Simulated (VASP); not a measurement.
# Mg3O2 (R-3m) in VASP: a series of runs, part 2 of 2

VASP 6.6.1. The steps go on from the part before.

### 4 Single point, PBE (11.00 Å³/atom)

This run uses another cell than the first one, of 11.00 Å³/atom.

The input, INCAR:

```
SYSTEM = Mg3O2
PREC = Accurate
ENCUT = 520
EDIFF = 1E-6
ISMEAR = 0
SIGMA = 0.1
LREAL = .FALSE.
LASPH = .TRUE.
NELM = 100
ALGO = Normal
ISIF = 2
LWAVE = .FALSE.
LCHARG = .FALSE.
GGA = PE
NBANDS = 17
```

The input, KPOINTS:

```
regular mesh
0
G
  12 12 12
  0 0 0
```

The input, POSCAR:

```
Mg3O2
1.0
    1.4806474624      0.8548522110      7.2410762283
   -1.4806474624      0.8548522110      7.2410762283
    0.0000000000     -1.7097044220      7.2410762283
Mg O
3 2
Direct
    0.2219714414      0.2219714414      0.2219714414
    0.7780285586      0.7780285586      0.7780285586
    0.0000000000      0.0000000000      0.0000000000
    0.6117859588      0.6117859588      0.6117859588
    0.3882140412      0.3882140412      0.3882140412
```

Potentials or basis: VASP PAW PBE potentials, release 64 (Mg, O).

Started as:

```console
> cat potpaw_PBE.64/Mg/POTCAR potpaw_PBE.64/O/POTCAR > POTCAR
> mpirun -np 1 vasp_std > vasp.out
```

OUTCAR:

```text
SYSTEM = Mg3O2
   PREC = Accurate
   ENCUT = 520
   EDIFF = 1E-6
   ISMEAR = 0
   LREAL = .FALSE.
   LASPH = .TRUE.
   NELM = 100
   ISIF = 2
   GGA = PE

 ion  position               nearest neighbor table
   1  0.222  0.222  0.222-   4 2.10   4 2.10   4 2.10   2 2.95   2 2.95   2 2.95   3 2.96   3 2.96
                             3 2.96
   2  0.778  0.778  0.778-   5 2.10   5 2.10   5 2.10   1 2.95   1 2.95   1 2.95   3 2.96   3 2.96
                             3 2.96
   3  0.000  0.000  0.000-   4 2.08   4 2.08   5 2.08   5 2.08   4 2.08   5 2.08   1 2.96   2 2.96
                             1 2.96   2 2.96   1 2.96   2 2.96
   4  0.612  0.612  0.612-   3 2.08   3 2.08   3 2.08   1 2.10   1 2.10   1 2.10
   5  0.388  0.388  0.388-   3 2.08   3 2.08   3 2.08   2 2.10   2 2.10   2 2.10

  LATTYP: Found a trigonal (rhomboedric) cell.
 ALAT       =     7.4401797125
 COS(alpha) =     0.9207924687

  Lattice vectors:

 A1 = (   1.4806474624,   0.8548522110,   7.2410762283)
 A2 = (  -1.4806474624,   0.8548522110,   7.2410762283)
 A3 = (   0.0000000000,  -1.7097044220,   7.2410762283)

Analysis of symmetry for initial positions (statically):
[... 177 lines left out ...]
  energy without entropy =      -24.46447497  energy(sigma->0) =      -24.46477597

 E-fermi :   6.2663     XC(G=0): -10.5240

 val. band max:        6.2059529986   @ k =  -0.2500   0.2500   0.2500
 cond. band min:       6.2774592639   @ k =  -0.3333  -0.3333   0.1667
 fundamental gap:      0.0715062652
 Fermi energy:         6.2663494359

 k-point     1 :       0.0000    0.0000    0.0000
  band No.  band energies     occupation
      1     -14.8554      2.00000
      2     -14.1483      2.00000
      3      -2.3060      2.00000
      4       0.3714      2.00000
      5       1.5120      2.00000
      6       1.6946      2.00000
[... 457 lines left out ...]
      4      -1.4452      2.00000
      5       0.0912      2.00000
      6       0.2654      2.00000
[... 9 lines left out ...]
     16      15.1743      0.00000
     17      15.6568      0.00000

 [... further k-points ...]
[... 5 lines left out ...]
  --------------------------------------------------------------------------------------
  -------------------------------------------------------------------------------------
  Total        3.6974149      3.6974149      3.6634819      0.0000000     -0.0000000      0.0000000
  in kB      107.7238077    107.7238077    106.7351728      0.0000000     -0.0000000      0.0000000
  external PRESSURE =     107.3942628 kB  Pullay stress =       0.0000000 kB

 VOLUME and BASIS-vectors are now :
 -----------------------------------------------------------------------------
  energy-cutoff  :      520.00
  volume of cell :       54.99
      direct lattice vectors                 reciprocal lattice vectors
     1.480647462  0.854852211  7.241076228     0.337690107  0.194965474  0.046033673
    -1.480647462  0.854852211  7.241076228    -0.337690107  0.194965474  0.046033673
     0.000000000 -1.709704422  7.241076228     0.000000000 -0.389930948  0.046033673

 POSITION                                       TOTAL-FORCE (eV/Angst)
 -----------------------------------------------------------------------------------
      0.00000      0.00000      4.82194        -0.000000      0.000000      0.011740
      0.00000      0.00000     16.90129        -0.000000     -0.000000     -0.011740
      0.00000      0.00000      0.00000         0.000000     -0.000000      0.000000
      0.00000      0.00000     13.28997        -0.000000      0.000000      0.002713
      0.00000      0.00000      8.43326        -0.000000     -0.000000     -0.002713
 -----------------------------------------------------------------------------------
    total drift:                                0.000000      0.000000     -0.000000

  FREE ENERGIE OF THE ION-ELECTRON SYSTEM (eV)
  ---------------------------------------------------
  free  energy   TOTEN  =       -24.4650769625 eV

  energy  without entropy=      -24.4644749677  energy(sigma->0) =      -24.46477597
```

OSZICAR:

```text
N       E                     dE             d eps       ncg     rms          rms(c)
DAV:   1     0.689467289006E+02    0.68947E+02   -0.85739E+03  6666   0.922E+02
DAV:   2    -0.228803013861E+02   -0.91827E+02   -0.86278E+02  7846   0.196E+02
DAV:   3    -0.278177909279E+02   -0.49375E+01   -0.49139E+01  8233   0.468E+01
DAV:   4    -0.278409638888E+02   -0.23173E-01   -0.23167E-01  7764   0.361E+00
DAV:   5    -0.278410638420E+02   -0.99953E-04   -0.99951E-04  8193   0.237E-01    0.106E+01
DAV:   6    -0.245075224451E+02    0.33335E+01   -0.10862E+01  7146   0.243E+01    0.334E+00
DAV:   7    -0.244857123155E+02    0.21810E-01   -0.26728E-01  6918   0.375E+00    0.207E+00
DAV:   8    -0.244690292655E+02    0.16683E-01   -0.86954E-02  7830   0.307E+00    0.549E-01
DAV:   9    -0.244649888838E+02    0.40404E-02   -0.97626E-03  8341   0.814E-01    0.112E-01
DAV:  10    -0.244650703190E+02   -0.81435E-04   -0.10023E-03  7691   0.219E-01    0.207E-02
DAV:  11    -0.244650774238E+02   -0.71049E-05   -0.26597E-05  7436   0.430E-02    0.102E-02
DAV:  12    -0.244650769625E+02    0.46137E-06   -0.75231E-06  8697   0.211E-02
   1 F= -.24465077E+02 E0= -.24464776E+02  d E =-.601995E-03
```

Run time: 10 min. Hardware: 1 thread of Intel Xeon Platinum 8488C (Sapphire Rapids), shared host; peak memory 0.5 GiB.

Results:

```yaml
Free_energy: -24.4651 eV
Pressure: 10.7 GPa
Largest_force: 0.012 eV/Å
Band_gap_on_the_k_mesh: zero (bands 9 and 10 overlap by 1.07 eV)
```

Forces in eV/Å, atoms in the order of the input:
```
Mg   0.000  0.000  0.012
Mg   0.000  0.000 -0.012
Mg   0.000  0.000  0.000
O    0.000  0.000  0.003
O    0.000  0.000 -0.003
```

Caveat: the cell stands under pressure.

### 5 Single point, PBE

The input, INCAR:

```
SYSTEM = Mg3O2
ALGO = Normal
EDIFF = 1E-6
ENCUT = 520
GGA = PE
ISIF = 2
ISMEAR = 0
LASPH = .TRUE.
LCHARG = .FALSE.
LREAL = .FALSE.
LWAVE = .FALSE.
NBANDS = 17
NELM = 60
PREC = Accurate
SIGMA = 0.1
```

The input, KPOINTS:

```
k-points
0
G
  12 12 12
  0 0 0
```

The input, POSCAR:

```
Mg3O2
1.0
    1.5288836483      0.8827013859      7.4630472074
   -1.5288836483      0.8827013859      7.4630472074
    0.0000000000     -1.7654027718      7.4630472074
Mg O
3 2
Direct
    0.2231164371      0.2231164371      0.2231164371
    0.7768835629      0.7768835629      0.7768835629
    0.0000000000      0.0000000000      0.0000000000
    0.6123512168      0.6123512168      0.6123512168
    0.3876487832      0.3876487832      0.3876487832
```

Started as:

```console
> cat potpaw_PBE.64/Mg/POTCAR potpaw_PBE.64/O/POTCAR > POTCAR
> mpirun -np 1 vasp_std > vasp.out
```

Run time: 11 min. Hardware: 1 thread of Intel Xeon Platinum 8488C (Sapphire Rapids), shared host; peak memory 0.58 GiB.

It converged, with:

```yaml
Free_energy: -24.6286 eV
Pressure: -0.5 GPa
Largest_force: 0.012 eV/Å
Band_gap_on_the_k_mesh: zero (bands 9 and 10 overlap by 1.18 eV)
```

Forces on the atoms (eV/Å):
```
Mg   0.000  0.000  0.012
Mg   0.000  0.000 -0.012
Mg   0.000  0.000  0.000
O    0.000  0.000  0.003
O    0.000  0.000 -0.003
```

Levels at points of the mesh, in eV from the Fermi level:
| k point | band 7 | band 8 | band 9 | band 10 | band 11 | band 12 |
| --- | --- | --- | --- | --- | --- | --- |
| (0.00, 0.00, 0.00) | -4.38 | -4.06 | -4.06 | 1.25 | 1.89 | 4.92 |
| (0.50, 0.00, 0.00) | -5.03 | -4.66 | -0.60 | -0.16 | 4.04 | 4.78 |
| (0.50, 0.50, 0.00) | -5.03 | -4.66 | -0.59 | 0.16 | 3.77 | 3.99 |
| (0.50, 0.50, 0.50) | -4.06 | -4.06 | -3.16 | -0.35 | 3.22 | 4.75 |

### 6 Overview

| task | cell | k mesh | cutoff (eV) | smearing | gap on the mesh (eV) | pressure (GPa) | largest force (eV/Å) |
| --- | --- | --- | --- | --- | --- | --- | --- |
| single point | a = 7.688 Å, angles 22.9°, 5 atoms, atomic positions A | 6 × 6 × 6 | 520 | gaussian 0.2 eV | none | -0.3 | 0.02 |
| relaxation of cell and atoms | relaxed from a = 8.133 Å, angles 22.0°, 5 atoms, atomic positions B | 6 × 6 × 6 | 600 | gaussian 0.2 eV | none | 0.0 | 0.03 |
| single point | a = 7.440 Å, angles 23.0°, 5 atoms, atomic positions C | 12 × 12 × 12 | 520 | gaussian 0.1 eV | none | 10.7 | 0.01 |
| single point | a = 7.669 Å, angles 23.0°, 5 atoms, atomic positions A | 12 × 12 × 12 | 520 | gaussian 0.1 eV | none | -0.5 | 0.01 |

Alike in all rows: level PBE; potentials or basis VASP PAW PBE potentials, release 64 (Mg, O); no spin polarisation.

Caveats: some runs use coarse meshes; the cell stands under pressure (at least some runs).

Total energies depend on the potentials used, so only differences within one code and one set of settings carry meaning.
